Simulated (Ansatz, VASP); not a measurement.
## AlN in VASP and in Ansatz

The input POSCAR:

```
AlN
1.0
    0.0000000000      2.1184737528      2.1839935596
    2.1184737528      0.0000000000      2.1839935596
    2.1184737528      2.1184737528      0.0000000000
Al N
1 1
Direct
    0.0000000000      0.0000000000      0.0000000000
    0.7500000000      0.7500000000      0.7500000000
```

Contents of INCAR.step1:

```
PREC = Accurate
ENCUT = 520
ISMEAR = 0
SIGMA = 0.05
LREAL = False
LASPH = True
NELM = 60
NBANDS = 11
GGA = PE
ALGO = Normal
EDIFF = 1E-4
LWAVE = True
LCHARG = False
```

The input INCAR.step2:

```
PREC = Accurate
ENCUT = 520
EDIFF = 1E-6
ISMEAR = 0
SIGMA = 0.05
LREAL = False
LASPH = True
NELM = 60
ALGO = Normal
ISIF = 2
LWAVE = False
LCHARG = True
METAGGA = R2SCAN
LMIXTAU = True
LELF = True
LVHAR = True
NBANDS = 11
ISTART = 1
```

The input KPOINTS:

```
Automatic mesh
0
Gamma
  10 10 10
```

Input for Ansatz:

```yaml
crystal:
  lattice:
    - [0.0, 2.1184737528, 2.1839935596]
    - [2.1184737528, 0.0, 2.1839935596]
    - [2.1184737528, 2.1184737528, 0.0]
  atoms:
    - { symbol: Al, position: [0.0, 0.0, 0.0] }
    - { symbol: "N", position: [0.75, 0.75, 0.75] }
basis:
  ecutwfc: 500
kpoints:
  mp_grid: { grid: [10, 10, 10] }
hamiltonian:
  xc: r2scan
scf:
  occupations: { method: gaussian, width: 0.05 }
output:
  forces: true
  stress: true
  eigenvalues: true
```

Change from the starting cell: strain -0.0300 x Voigt [1, 1, 0, 0, 0, 0], atoms carried along.

Alike in both runs: task single point; functional r2SCAN; k mesh 10 × 10 × 10; occupations gaussian, width 0.05 eV; no spin polarisation.

```csv
,VASP,Ansatz
version,VASP 6.6.1,Ansatz 0.2.0
potentials or method,"VASP PAW PBE potentials, release 64 (Al, N), cutoff 520 eV","scalar-relativistic, plane waves, PAW"
valence electrons in the cell,8,8
```

|  | VASP | Ansatz | Ansatz less VASP |
| --- | --- | --- | --- |
| gap on the k mesh at the Fermi level (eV) | 3.87 | 3.89 | +0.010 |
| least direct gap on the mesh (eV) | 5.42 | 5.38 | -0.043 |
| pressure (GPa) | 14.3 | 14.6 | +0.34 |
| traceless stress, the component that is largest in VASP (GPa) | -3.14 | -3.14 | +0.002 |

VASP's potentials were made for PBE, not for r2SCAN.
